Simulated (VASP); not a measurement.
# Au (Cmcm) in VASP: a series of runs

The runs below take Au through single point, with LDA.

All numbers are computed with VASP 6.6.1; they aren't measurements. Logs are shortened: lines on timing, memory, paths and dates and some standing lists are left out, and cuts for length are marked.

### Step 1. The cell of the first run

It takes space group Cmcm (No. 63, orthorhombic). Conventional cell: a = 2.878 Å, b = 5.212 Å, c = 4.989 Å, α = 90.00°, β = 90.00°, γ = 90.00°. Au (site symmetry m2m) has 12 Au at 2.88 to 3.03 Å within 3.8 Å.

### Step 2. Single point, LDA (volume scaled by 1.06)

INCAR

```
SYSTEM = Au
ALGO     = Normal         ! electronic algorithm
EDIFF    = 1E-7           ! SCF threshold, eV
ENCUT    = 520            ! plane-wave cutoff, eV
ISIF     = 2              ! what is computed and relaxed
ISMEAR   = -1             ! smearing method
LASPH    = .True.         ! aspherical terms in the spheres
LCHARG   = .True.         ! write CHGCAR
LELF     = .True.         ! ELF
LREAL    = .False.        ! projectors in reciprocal space
LVHAR    = .True.       
LWAVE    = .False.        ! write WAVECAR
NBANDS   = 18             ! bands
NELM     = 100            ! most SCF steps
PREC     = Accurate       ! precision mode
SIGMA    = 0.05           ! smearing width, eV
```

KPOINTS

```
k-points
0
Gamma
  11 11 6
  0 0 0
```

POSCAR

```
Au
1.0
    1.4389897367     -2.6060620855      0.0000000000
    1.4389897367      2.6060620855      0.0000000000
    0.0000000000      0.0000000000      4.9891384766
Au
2
Direct
    0.3346720300      0.6653279700      0.2500000000
    0.6653279700      0.3346720300      0.7500000000
```

Potentials or basis: VASP PAW LDA potentials, release 64 (Au).

Launch:

```bash
$ cat potpaw_LDA.64/Au/POTCAR > POTCAR
$ mpirun -np 1 vasp_std > vasp.out
```

OUTCAR:

```text
SYSTEM = Au
   EDIFF = 1E-7
   ENCUT = 520
   ISIF = 2
   ISMEAR = -1
   LASPH = .True.
   LREAL = .False.
   NELM = 100
   PREC = Accurate

 ion  position               nearest neighbor table
   1  0.335  0.665  0.250-   2 3.01   2 3.01   2 3.01   2 3.01   2 3.03   2 3.03
   2  0.665  0.335  0.750-   1 3.01   1 3.01   1 3.01   1 3.01   1 3.03   1 3.03

  LATTYP: Found a base centered orthorhombic cell.
 ALAT       =     2.8779794734
 B/A-ratio  =     1.8110359088
 C/A-ratio  =     1.7335559627

  Lattice vectors:

 A1 = (   1.4389897367,  -2.6060620855,   0.0000000000)
 A2 = (   1.4389897367,   2.6060620855,   0.0000000000)
 A3 = (   0.0000000000,   0.0000000000,   4.9891384766)

Analysis of symmetry for initial positions (statically):
=====================================================================
 Subroutine PRICEL returns:
 Original cell was already a primitive cell.

 Routine SETGRP: Setting up the symmetry group for a
 base centered orthorhombic supercell.

 Subroutine GETGRP returns: Found  8 space group operations
 (whereof  4 operations were pure point group operations)
 out of a pool of  8 trial point group operations.

The static configuration has the point symmetry C_2h.
 The point group associated with its full space group is D_2h.

Analysis of symmetry for dynamics (positions and initial velocities):
=====================================================================
 Subroutine PRICEL returns:
 Original cell was already a primitive cell.

 Routine SETGRP: Setting up the symmetry group for a
 base centered orthorhombic supercell.

 Subroutine GETGRP returns: Found  8 space group operations
 (whereof  4 operations were pure point group operations)
 out of a pool of  8 trial point group operations.

The dynamic configuration has the point symmetry C_2h.
 The point group associated with its full space group is D_2h.

 Subroutine INISYM returns: Found  8 space group operations
 (whereof  4 operations are pure point group operations),
 and found     1 'primitive' translations

----------------------------------------------------------------------------------------

                                     Primitive cell

  volume of cell :      37.4195

  direct lattice vectors                    reciprocal lattice vectors
     1.438989737 -2.606062086  0.000000000     0.347465995 -0.191860356  0.000000000
     1.438989737  2.606062086  0.000000000     0.347465995  0.191860356  0.000000000
     0.000000000  0.000000000  4.989138477     0.000000000  0.000000000  0.200435407

  length of vectors
     2.976953318  2.976953318  4.989138477     0.396916885  0.396916885  0.200435407

  position of ions in fractional coordinates (direct lattice)
     0.334672030  0.665327970  0.250000000
     0.665327970  0.334672030  0.750000000

  ion indices of the primitive-cell ions
   primitive index   ion index
                 1           1
                 2           2

----------------------------------------------------------------------------------------

 KPOINTS: k-points

Automatic generation of k-mesh.
 Grid dimensions read from file:
 generate k-points for:   11   11    6

 Generating k-lattice:

  Cartesian coordinates                     Fractional coordinates (reciprocal lattice)
     0.031587818 -0.017441851  0.000000000     0.090909091  0.000000000  0.000000000
     0.031587818  0.017441851  0.000000000     0.000000000  0.090909091  0.000000000
     0.000000000  0.000000000  0.033405901     0.000000000  0.000000000  0.166666667

  Length of vectors
     0.036083353  0.036083353  0.033405901

  Shift w.r.t. Gamma in fractional coordinates (k-lattice)
     0.000000000  0.000000000  0.000000000

 Subroutine IBZKPT returns following result:
 ===========================================

 Found    144 irreducible k-points:

 Following reciprocal coordinates:
            Coordinates               Weight
  0.000000  0.000000  0.000000      1.000000
  0.090909 -0.000000  0.000000      4.000000
  0.181818  0.000000  0.000000      4.000000
  0.272727 -0.000000  0.000000      4.000000
  0.363636 -0.000000  0.000000      4.000000
  0.454545  0.000000  0.000000      4.000000
[... 16 lines left out ...]
 -0.272727  0.181818  0.000000      4.000000
 -0.181818  0.181818  0.000000      2.000000
 [... further k-points ...]
   k-points           NKPTS =    144   k-points in BZ     NKDIM =    144   number of bands    NBANDS=     18
   number of dos      NEDOS =    301   number of ions     NIONS =      2
   total plane-waves  NPLWV =  23040
   dimension x,y,z NGX =    24 NGY =   24 NGZ =   40
   dimension x,y,z NGXF=    48 NGYF=   48 NGZF=   80
   ions per type =               2
   NGX,Y,Z   is equivalent  to a cutoff of  13.40, 13.40, 13.33 a.u.
   NGXF,Y,Z  is equivalent  to a cutoff of  26.81, 26.81, 26.66 a.u.
 SYSTEM =  Au
   PREC   = accura    normal or accurate (medium, high low for compatibility)
   ISTART =      0    job   : 0-new  1-cont  2-samecut
   ICHARG =      2    charge: 1-file 2-atom 10-const
   ISPIN  =      1    spin polarized calculation?
   LNONCOLLINEAR =      F non collinear calculations
   LSORBIT =      F    spin-orbit coupling
   LASPH  =      T    aspherical Exc in radial PAW
   ENCUT  =  520.0 eV  38.22 Ry    6.18 a.u.   5.54  5.54  9.28*2*pi/ulx,y,z
   NELM   =    100;   NELMIN=  2; NELMDL= -5     # of ELM steps
   EDIFF  = 0.1E-06   stopping-criterion for ELM
   LREAL  =      F    real-space projection
   EDIFFG = 0.1E-05   stopping-criterion for IOM
   NSW    =      0    number of steps for IOM
   IBRION =     -1    ionic relax: 0-MD 1-quasi-New 2-CG
   NFREE  =      0    steps in history (QN), initial steepest desc. (CG)
   ISIF   =      2    stress and relaxation
   ISYM   =      2    0-nonsym 1-usesym 2-fastsym
   POTIM  = 0.5000    time-step for ionic-motion
   TEBEG  =    0.0;   TEEND  =   0.0 temperature during run
   PSTRESS=    0.0 pullay stress
   NELECT =      22.0000    total number of electrons
   NUPDOWN=      -1.0000    fix difference up-down
   EMIN   =  10.00;   EMAX   =-10.00  energy-range for DOS
   EFERMI =   0.00;   METHOD = LEGACY
   ISMEAR =    -1;   SIGMA  =   0.05  broadening in eV -4-tet -1-fermi 0-gaus
   EFERMI_NEDOS =   21; number of points for ismear=-14 and -15
   IALGO  =     38    algorithm
   IMIX   =      4    mixing-type and parameters
     AMIX     =   0.40;   BMIX     =  1.00
     AMIX_MAG =   1.60;   BMIX_MAG =  1.00
  volume/ion in A,a.u.               =      18.71       126.26
  Fermi-wavevector in a.u.,A,eV,Ry     =   1.371460  2.591683 25.591222  1.880902
  Thomas-Fermi vector in A             =   2.497155
   LORBIT       =      0    0 simple, 1 ext, 2 COOP (PROOUT), +10 PAW based schemes
   GGA     = CA    functional components
   LHFCALC =     F    Hartree Fock is set to
   AEXX    =    0.0000 exact exchange contribution
   IVDW    =     0    specifies the selected vdW correction
   LEPSILON=     F    determine dielectric tensor
   LRPA    =     F    only Hartree local field effects (RPA)
 non-spin polarized calculation
  energy-cutoff  :      520.00
  volume of cell :       37.42
 maximum number of plane-waves:      1034
 NGX is ok and might be reduce to    24
   NGX = 11   NGY = 11   NGZ = 19

 number of electron      22.0000004 magnetization

 Free energy of the ion-electron system (eV)
  ---------------------------------------------------
  ext. energy  EPLUGINS =         0.00000000
  ---------------------------------------------------
  free energy    TOTEN  =        -8.64296387 eV

  energy without entropy =       -8.63566617  energy(sigma->0) =       -8.63931502

 E-fermi :   7.7069     XC(G=0): -12.4464

 val. band max:        7.6901164861   @ k =   0.1818   0.1818   0.3333
 cond. band min:       7.7219671704   @ k =  -0.3636   0.0909   0.3333
 fundamental gap:      0.0318506843
 Fermi energy:         7.7068791269

 k-point     1 :       0.0000    0.0000    0.0000
  band No.  band energies     occupation
      1      -1.1891      2.00000
      2       1.1158      2.00000
      3       3.3209      2.00000
      4       3.3756      2.00000
      5       3.6749      2.00000
      6       3.9045      2.00000
[... 10 lines left out ...]
     17      25.0278      0.00000
     18      25.9063      0.00000

 k-point     2 :       0.0909   -0.0000    0.0000
  band No.  band energies     occupation
      1      -0.9389      2.00000
      2       1.3242      2.00000
      3       3.2892      2.00000
      4       3.5491      2.00000
      5       3.7410      2.00000
      6       3.9162      2.00000
[... 10 lines left out ...]
     17      24.2704      0.00000
     18      25.1996      0.00000

 k-point     3 :       0.1818    0.0000    0.0000
  band No.  band energies     occupation
      1      -0.2340      2.00000
      2       1.8272      2.00000
      3       3.1782      2.00000
      4       3.6478      2.00000
      5       3.7016      2.00000
      6       3.9775      2.00000
[... 10 lines left out ...]
     17      24.0657      0.00000
     18      24.7546      0.00000

 k-point     4 :       0.2727   -0.0000    0.0000
  band No.  band energies     occupation
      1       0.7280      2.00000
      2       2.0793      2.00000
      3       2.9590      2.00000
      4       3.3480      2.00000
      5       3.5474      2.00000
      6       3.9439      2.00000
[... 375 lines left out ...]
      4       2.8531      2.00000
      5       3.5482      2.00000
      6       3.6427      2.00000
[... 10 lines left out ...]
     17      22.1717      0.00000
     18      23.2078      0.00000

 k-point    23 :      -0.2727    0.1818    0.0000
  band No.  band energies     occupation
      1       0.2962      2.00000
      2       2.0309      2.00000
      3       2.9672      2.00000
      4       3.2944      2.00000
      5       3.3713      2.00000
      6       3.9568      2.00000
[... 10 lines left out ...]
     17      23.4351      0.00000
     18      24.5629      0.00000

 k-point    24 :      -0.1818    0.1818    0.0000
  band No.  band energies     occupation
      1      -0.3154      2.00000
      2       1.7046      2.00000
      3       3.0370      2.00000
      4       3.3676      2.00000
      5       3.7044      2.00000
      6       4.0062      2.00000
[... 10 lines left out ...]
     17      24.0500      0.00000
     18      24.3630      0.00000

 [... further k-points ...]

------------------------ aborting loop because EDIFF is reached ----------------------------------------

  FORCE on cell =-STRESS in cart. coord.  units (eV):
  Direction    XX          YY          ZZ          XY          YZ          ZX
  --------------------------------------------------------------------------------------
  -------------------------------------------------------------------------------------
  Total       -3.3553628     -3.9788806     -3.7103492      0.0000000      0.0000000      0.0000000
  in kB     -143.6653584   -170.3622965   -158.8646815      0.0000000      0.0000000      0.0000000
  external PRESSURE =    -157.6307788 kB  Pullay stress =       0.0000000 kB

 VOLUME and BASIS-vectors are now :
 -----------------------------------------------------------------------------
  energy-cutoff  :      520.00
  volume of cell :       37.42
      direct lattice vectors                 reciprocal lattice vectors
     1.438989737 -2.606062086  0.000000000     0.347465995 -0.191860356  0.000000000
     1.438989737  2.606062086  0.000000000     0.347465995  0.191860356  0.000000000
     0.000000000  0.000000000  4.989138477     0.000000000  0.000000000  0.200435407

 POSITION                                       TOTAL-FORCE (eV/Angst)
 -----------------------------------------------------------------------------------
      1.43899      0.86171      1.24728         0.000000      0.005836      0.000000
      1.43899     -0.86171      3.74185         0.000000     -0.005836     -0.000000
 -----------------------------------------------------------------------------------
    total drift:                                0.000000     -0.000000     -0.000000

  FREE ENERGIE OF THE ION-ELECTRON SYSTEM (eV)
  ---------------------------------------------------
  free  energy   TOTEN  =        -8.6429638716 eV

  energy  without entropy=       -8.6356661745  energy(sigma->0) =       -8.63931502
```

Wall time 61 s (1 thread of Intel Xeon Platinum 8175M at 2.50GHz (Skylake/Cascade Lake), shared host); peak memory 0.2 GiB.

What came out:

```yaml
Free_energy: -8.6430 eV
Pressure: -15.8 GPa
Largest_force: 0.006 eV/Å
Band_gap_on_the_k_mesh: zero (band 11 reaches 11.23 eV, above the bottom of band 12 at 5.35 eV)
```

Forces on the atoms (eV/Å):
```
Au   0.000  0.006  0.000
Au   0.000 -0.006  0.000
```

Levels at points of the mesh, in eV from the Fermi level:
| k point | band 7 | band 8 | band 9 | band 10 | band 11 | band 12 | band 13 | band 14 | band 15 | band 16 |
| --- | --- | --- | --- | --- | --- | --- | --- | --- | --- | --- |
| (0.00, 0.00, 0.00) | -3.58 | -3.23 | -3.08 | -2.06 | -1.98 | -0.74 | 2.18 | 14.58 | 15.46 | 16.63 |
| (0.00, 0.00, 0.50) | -3.86 | -3.86 | -2.48 | -2.48 | -2.34 | -2.34 | 9.85 | 9.85 | 14.87 | 14.87 |

Caveat: the cell differs from its parent crystal (volume scaled by 1.06); spin-orbit coupling is left out, which moves the levels of the heavy elements.

### Step 3. Single point, LDA (volume scaled by 0.94)

INCAR

```
  PREC = Accurate
  ENCUT = 520
  EDIFF = 1E-6
  ISMEAR = -1
  SIGMA = 0.05
  LREAL = False
  LASPH = True
  NELM = 100
  ALGO = Normal
  ISIF = 2
  LWAVE = False
  LCHARG = False
  GGA = CA
  NBANDS = 18
```

KPOINTS

```
regular mesh
0
Gamma
  11 11 6
```

POSCAR

```
Au
1.0
    1.3824996368     -2.5037564861      0.0000000000
    1.3824996368      2.5037564861      0.0000000000
    0.0000000000      0.0000000000      4.7932809775
Au
2
Direct
    0.3346720300      0.6653279700      0.2500000000
    0.6653279700      0.3346720300      0.7500000000
```

Potentials or basis: VASP PAW LDA potentials, release 64 (Au).

Launch:

```bash
$ cat potpaw_LDA.64/Au/POTCAR > POTCAR
$ mpirun -np 1 vasp_std > vasp.out
```

Wall time 83 s (1 thread of AMD EPYC 7R13, shared host); peak memory 0.16 GiB.

Results (log left out):

```yaml
Free_energy: -8.8684 eV
Pressure: 0.9 GPa
Largest_force: 0.037 eV/Å
Band_gap_on_the_k_mesh: zero (band 11 reaches 13.60 eV, above the bottom of band 12 at 7.10 eV)
```

Forces on the atoms (eV/Å):
```
Au   0.000 -0.037  0.000
Au   0.000  0.037  0.000
```

Stress tensor (GPa, compression positive):
```
 4.56  0.00  0.00
 0.00 -0.97  0.00
 0.00  0.00 -0.95
```

Levels at points of the mesh, in eV from the Fermi level:
| k point | band 8 | band 9 | band 10 | band 11 | band 12 | band 13 | band 14 | band 15 |
| --- | --- | --- | --- | --- | --- | --- | --- | --- |
| (0.00, 0.00, 0.00) | -3.66 | -3.47 | -2.21 | -2.12 | -1.34 | 2.73 | 14.56 | 15.57 |
| (0.00, 0.00, 0.50) | -4.43 | -2.73 | -2.73 | -2.55 | -2.55 | 10.63 | 10.63 | 14.90 |

Caveat: the cell differs from its parent crystal (volume scaled by 0.94); spin-orbit coupling is left out, which moves the levels of the heavy elements.

### Step 4. Single point, LDA

This run uses another cell than the first one, of 17.65 Å³/atom, 0.943 times its volume.

Edit INCAR of step 3 so:

```diff
@@ -7,3 +7,3 @@
   LASPH = True
-  NELM = 100
+  NELM = 60
   ALGO = Normal
```

KPOINTS

```
Automatic mesh
0
Gamma
  11 11 6
```

POSCAR

```
Au
1.0
    1.4113099650     -2.5559330250      0.0000000000
    1.4113099650      2.5559330250      0.0000000000
    0.0000000000      0.0000000000      4.8931696100
Au
2
Direct
    0.3346720300      0.6653279700      0.2500000000
    0.6653279700      0.3346720300      0.7500000000
```

Launch:

```bash
$ cat potpaw_LDA.64/Au/POTCAR > POTCAR
$ mpirun -np 1 vasp_std > vasp.out
```

Run time: 1.8 min. Hardware: 1 thread of AMD EPYC 7R13, shared host; peak memory 0.16 GiB.

It converged, with:

* Free energy: -8.8100 eV
* Pressure: -9.3 GPa
* Largest force: 0.015 eV/Å
* Band gap on the k mesh: zero (band 11 reaches 12.35 eV, above the bottom of band 12 at 6.17 eV)

Forces on the atoms (eV/Å):
```
Au   0.000 -0.015  0.000
Au   0.000  0.015  0.000
```

Stress tensor (GPa, compression positive):
```
 -6.92   0.00   0.00
  0.00 -10.70   0.00
  0.00   0.00 -10.13
```

Levels at points of the mesh, in eV from the Fermi level:
```
           k point  band 9  band 10  band 11  band 12  band 13  band 14
(0.00, 0.00, 0.00)   -3.26    -2.13    -2.05    -1.02     2.43    14.59
(0.00, 0.00, 0.50)   -2.60    -2.60    -2.44    -2.44    10.23    10.23
```

Caveat: spin-orbit coupling is left out, which moves the levels of the heavy elements.

### Step 5. Summary

| cell | gap on the mesh (eV) | pressure (GPa) | largest force (eV/Å) |
| --- | --- | --- | --- |
| a = 2.977, b = 2.977, c = 4.989 Å, angles 90.0, 90.0, 122.2°, 2 atoms | none | -15.8 | 0.01 |
| a = 2.860, b = 2.860, c = 4.793 Å, angles 90.0, 90.0, 122.2°, 2 atoms | none | 0.9 | 0.04 |
| a = 2.920, b = 2.920, c = 4.893 Å, angles 90.0, 90.0, 122.2°, 2 atoms | none | -9.3 | 0.01 |

Alike in all rows: task single point; level LDA; potentials or basis VASP PAW LDA potentials, release 64 (Au); no spin polarisation; k mesh 11 × 11 × 6; cutoff (eV) 520; smearing fermi-dirac 0.05 eV.

Caveats: spin-orbit coupling is left out, which moves the levels of the heavy elements.

Total energies depend on the potentials used, so only differences within one code and one set of settings carry meaning.
